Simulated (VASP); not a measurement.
# Ga3Se (P4mm) in VASP: a series of runs, part 2 of 2

VASP 6.6.1.

**3. Single point, PBE+D3(BJ) (atom 4 (Se) moved +0.133 Å along Cartesian [0 1 0])**

INCAR

```
SYSTEM = Ga3Se
PREC = Accurate
ENCUT = 520
EDIFF = 1E-7
ISMEAR = 0
SIGMA = 0.15
LREAL = .FALSE.
LASPH = .TRUE.
NELM = 100
ALGO = Normal
ISIF = 2
LWAVE = .FALSE.
LCHARG = .TRUE.
GGA = PE
IVDW = 12
LELF = .TRUE.
LVHAR = .TRUE.
NBANDS = 30
```

KPOINTS

```
Automatic mesh
0
G
  12 12 12
  0 0 0
```

POSCAR

```
Ga3Se
1.0
    4.3236103161      0.0000000000      0.0000000000
    0.0000000000      4.3236103161      0.0000000000
    0.0000000000      0.0000000000      4.3236103161
Ga Se
3 1
Direct
    0.0000000000      0.5000000000      0.5000000000
    0.5000000000      0.0000000000      0.5000000000
    0.5000000000      0.5000000000      0.0000000000
    0.0000000000      0.0308307156      0.0000000000
```

Potentials or basis: VASP PAW PBE potentials, release 64 (Ga_d, Se).

Started as:

```console
cat potpaw_PBE.64/Ga_d/POTCAR potpaw_PBE.64/Se/POTCAR > POTCAR
mpirun -np 1 vasp_std > vasp.out
```

OUTCAR:

```text
SYSTEM = Ga3Se
   PREC = Accurate
   ENCUT = 520
   EDIFF = 1E-7
   ISMEAR = 0
   LREAL = .FALSE.
   LASPH = .TRUE.
   NELM = 100
   ISIF = 2
   GGA = PE
   IVDW = 12
 IVDW          = 12

 ion  position               nearest neighbor table
   1  0.000  0.500  0.500-
   2  0.500  0.000  0.500-
   3  0.500  0.500  0.000-
   4  0.000  0.031  0.000-

  LATTYP: Found a simple cubic cell.
 ALAT       =     4.3236103161

  Lattice vectors:

 A1 = (   4.3236103161,   0.0000000000,   0.0000000000)
 A2 = (   0.0000000000,   4.3236103161,   0.0000000000)
 A3 = (   0.0000000000,   0.0000000000,   4.3236103161)

Analysis of symmetry for initial positions (statically):
=====================================================================
 Subroutine PRICEL returns:
 Original cell was already a primitive cell.

 Routine SETGRP: Setting up the symmetry group for a
 simple cubic supercell.

 Subroutine GETGRP returns: Found  8 space group operations
 (whereof  8 operations were pure point group operations)
 out of a pool of 48 trial point group operations.

The static configuration has the point symmetry C_4v.

Analysis of symmetry for dynamics (positions and initial velocities):
=====================================================================
 Subroutine PRICEL returns:
 Original cell was already a primitive cell.

 Routine SETGRP: Setting up the symmetry group for a
 simple cubic supercell.

 Subroutine GETGRP returns: Found  8 space group operations
 (whereof  8 operations were pure point group operations)
 out of a pool of 48 trial point group operations.

The dynamic configuration has the point symmetry C_4v.

 Subroutine INISYM returns: Found  8 space group operations
 (whereof  8 operations are pure point group operations),
 and found     1 'primitive' translations

[... 115 lines left out ...]
   IALGO  =     38    algorithm
   IMIX   =      4    mixing-type and parameters
     AMIX     =   0.40;   BMIX     =  1.00
     AMIX_MAG =   1.60;   BMIX_MAG =  1.00
  volume/ion in A,a.u.               =      20.21       136.36
  Fermi-wavevector in a.u.,A,eV,Ry     =   1.346788  2.545060 24.678750  1.813837
  Thomas-Fermi vector in A             =   2.474591
   LORBIT       =      0    0 simple, 1 ext, 2 COOP (PROOUT), +10 PAW based schemes
   GGA     = PE    functional components
   LHFCALC =     F    Hartree Fock is set to
   AEXX    =    0.0000 exact exchange contribution
   IVDW    =    12    specifies the selected vdW correction
   LEPSILON=     F    determine dielectric tensor
   LRPA    =     F    only Hartree local field effects (RPA)
 non-spin polarized calculation
 Gauss-broadening in eV      SIGMA  =   0.15
  energy-cutoff  :      520.00
  volume of cell :       80.82
 maximum number of plane-waves:      2224
   NGX = 17   NGY = 17   NGZ = 17

 number of electron      45.0000068 magnetization

 Free energy of the ion-electron system (eV)
  ---------------------------------------------------
  ext. energy  EPLUGINS =         0.00000000
  ---------------------------------------------------
  free energy    TOTEN  =       -12.38354382 eV

  energy without entropy =      -12.36594792  energy(sigma->0) =      -12.37474587

 E-fermi :   5.3200     XC(G=0): -10.6242

 val. band max:        5.3183595924   @ k =   0.4167   0.0000   0.5000
 cond. band min:       5.3231848451   @ k =   0.4167   0.3333   0.0833
 fundamental gap:      0.0048252526
 Fermi energy:         5.3200472973

 k-point     1 :       0.0000    0.0000    0.0000
  band No.  band energies     occupation
      1      -9.7937      2.00000
      2      -9.7429      2.00000
      3      -9.7410      2.00000
      4      -9.7410      2.00000
      5      -9.6837      2.00000
      6      -9.6809      2.00000
[... 781 lines left out ...]
     29      11.6343      0.00000
     30      12.2163      0.00000

 [... further k-points ...]

------------------------ aborting loop because EDIFF is reached ----------------------------------------

 Edisp (eV)   -1.26458

 E8    (eV) :    -0.5688

  FORCE on cell =-STRESS in cart. coord.  units (eV):
  Direction    XX          YY          ZZ          XY          YZ          ZX
  --------------------------------------------------------------------------------------
  -------------------------------------------------------------------------------------
  Total       0.15177     0.05021     0.15177     0.00000     0.00000     0.00000
  in kB       3.00850     0.99524     3.00850     0.00000     0.00000     0.00000
  external pressure =        2.34 kB  Pullay stress =        0.00 kB

 VOLUME and BASIS-vectors are now :
 -----------------------------------------------------------------------------
  energy-cutoff  :      520.00
  volume of cell :       80.82
      direct lattice vectors                 reciprocal lattice vectors
     4.323610316  0.000000000  0.000000000     0.231288189  0.000000000  0.000000000
     0.000000000  4.323610316  0.000000000     0.000000000  0.231288189  0.000000000
     0.000000000  0.000000000  4.323610316     0.000000000  0.000000000  0.231288189

 POSITION                                       TOTAL-FORCE (eV/Angst)
 -----------------------------------------------------------------------------------
      0.00000      2.16181      2.16181        -0.000000      0.117659     -0.000000
      2.16181      0.00000      2.16181        -0.000000     -0.134198     -0.000000
      2.16181      2.16181      0.00000         0.000000      0.117659     -0.000000
      0.00000      0.13330      0.00000         0.000000     -0.101120      0.000000
 -----------------------------------------------------------------------------------
    total drift:                                0.000000     -0.000105      0.000000

  FREE ENERGIE OF THE ION-ELECTRON SYSTEM (eV)
  ---------------------------------------------------
  free  energy   TOTEN  =       -13.6481219576 eV

  energy  without entropy=      -13.6305260561  energy(sigma->0) =      -13.63932401
```

OSZICAR:

```text
N       E                     dE             d eps       ncg     rms          rms(c)
DAV:   1     0.316193094558E+03    0.31619E+03   -0.21668E+04 12084   0.252E+03
DAV:   2     0.279614377746E+02   -0.28823E+03   -0.27940E+03 12106   0.524E+02
DAV:   3    -0.108930705714E+02   -0.38855E+02   -0.37461E+02 13684   0.140E+02
DAV:   4    -0.124635120438E+02   -0.15704E+01   -0.15589E+01 13468   0.290E+01
DAV:   5    -0.124993780325E+02   -0.35866E-01   -0.35840E-01 13582   0.442E+00    0.355E+00
DAV:   6    -0.123963458794E+02    0.10303E+00   -0.25835E-01 16144   0.596E+00    0.208E+00
DAV:   7    -0.123858840889E+02    0.10462E-01   -0.46627E-02 14150   0.133E+00    0.772E-01
DAV:   8    -0.123835192401E+02    0.23648E-02   -0.80184E-03 14078   0.769E-01    0.831E-02
DAV:   9    -0.123835233555E+02   -0.41154E-05   -0.12294E-03 13884   0.585E-01    0.467E-02
DAV:  10    -0.123835395031E+02   -0.16148E-04   -0.18614E-04 14892   0.249E-01    0.330E-02
DAV:  11    -0.123835434775E+02   -0.39743E-05   -0.36852E-05 16548   0.641E-02    0.652E-03
DAV:  12    -0.123835439922E+02   -0.51477E-06   -0.44410E-06 15410   0.488E-02    0.485E-03
DAV:  13    -0.123835437951E+02    0.19712E-06   -0.43066E-07 13706   0.197E-02    0.168E-03
DAV:  14    -0.123835438217E+02   -0.26615E-07   -0.24071E-07 10108   0.420E-03
   1 F= -.13648122E+02 E0= -.13639324E+02  d E =-.175959E-01
```

stdout:

```text
POSCAR found type information on POSCAR GaSe
 POSCAR found :  2 types and       4 ions
 scaLAPACK will be used
 LDA part: xc-table for (Slater+PW92), standard interpolation
 POSCAR, INCAR and KPOINTS ok, starting setup
 FFT: planning ... GRIDC
 FFT: planning ... GRID_SOFT
 FFT: planning ... GRID
 WAVECAR not read
 entering main loop
```

Wall time 1.9 min (1 thread of Intel Xeon 6975P-C (Granite Rapids), shared host); peak memory 0.48 GiB.

Results:

```
Free energy                : -13.6481 eV
Pressure                   : 0.2 GPa
Largest force              : 0.134 eV/Å
Dispersion energy per atom : -0.316 eV
```

Forces on the atoms (eV/Å):
```
Ga   0.000  0.118  0.000
Ga   0.000 -0.134  0.000
Ga   0.000  0.118  0.000
Se   0.000 -0.101  0.000
```

Levels at points of the mesh, in eV from the Fermi level:
| k point | band 18 | band 19 | band 20 | band 21 | band 22 | band 23 | band 24 | band 25 | band 26 | band 27 |
| --- | --- | --- | --- | --- | --- | --- | --- | --- | --- | --- |
| (0.00, 0.00, 0.00) | -4.10 | -4.10 | -4.10 | -2.75 | -2.69 | 1.69 | 1.70 | 1.70 | 4.56 | 4.56 |
| (0.50, 0.00, 0.00) | -5.30 | -3.09 | -3.05 | -1.92 | -1.22 | -0.40 | -0.27 | 1.02 | 4.36 | 4.43 |
| (0.00, 0.50, 0.00) | -5.29 | -3.10 | -3.10 | -1.93 | -1.14 | -0.37 | -0.37 | 1.04 | 4.36 | 4.40 |
| (0.50, 0.50, 0.00) | -7.18 | -6.63 | -2.41 | -0.93 | -0.59 | -0.54 | 1.56 | 1.59 | 1.65 | 1.91 |
| (0.50, 0.00, 0.50) | -7.21 | -6.67 | -2.44 | -0.76 | -0.59 | -0.59 | 1.55 | 1.62 | 1.62 | 1.90 |
| (0.50, 0.50, 0.50) | -5.53 | -5.31 | -5.15 | -4.95 | -4.95 | -3.79 | 4.29 | 4.29 | 4.32 | 9.06 |

Caveat: the cell differs from its parent crystal (atom 4 (Se) moved +0.133 Å along Cartesian [0 1 0]); pairwise dispersion overbinds metals, which lowers pressure and volume.
